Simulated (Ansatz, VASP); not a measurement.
**Hf: VASP beside Ansatz**

```
Hf
1.0
     3.23877    0.00000    0.00000
    -1.61938    2.80485    0.00000
     0.00000    0.00000    5.12436
Hf
2
Cartesian
  0.0000 1.8699 1.2811
  1.6194 0.9350 3.8433
```

Alike in both runs: task single point; functional PBEsol; k mesh 12 × 12 × 7; no spin polarisation.

|  | VASP | Ansatz |
| --- | --- | --- |
| version | VASP 6.6.1 | Ansatz 0.2.0 |
| potentials or method | VASP PAW PBE potentials, release 64 (Hf_pv), cutoff 500 eV | plane waves, PAW |
| occupations | methfessel-paxton of order 1, width 0.15 eV | cold, width 0.15 eV |
| valence electrons in the cell | 20 | 52 |

```csv
,VASP,Ansatz,Ansatz less VASP
pressure (GPa),-7.8,-7.4,+0.37
"traceless stress, the component that is largest in VASP (GPa)",-0.21,-0.19,+0.023
```

VASP's potentials were made for PBE, not for PBEsol. VASP's potentials hold 20 valence electrons a cell and Ansatz's 52, so a difference there can come from the potentials and not from the codes.

Neither program's run includes spin-orbit coupling.
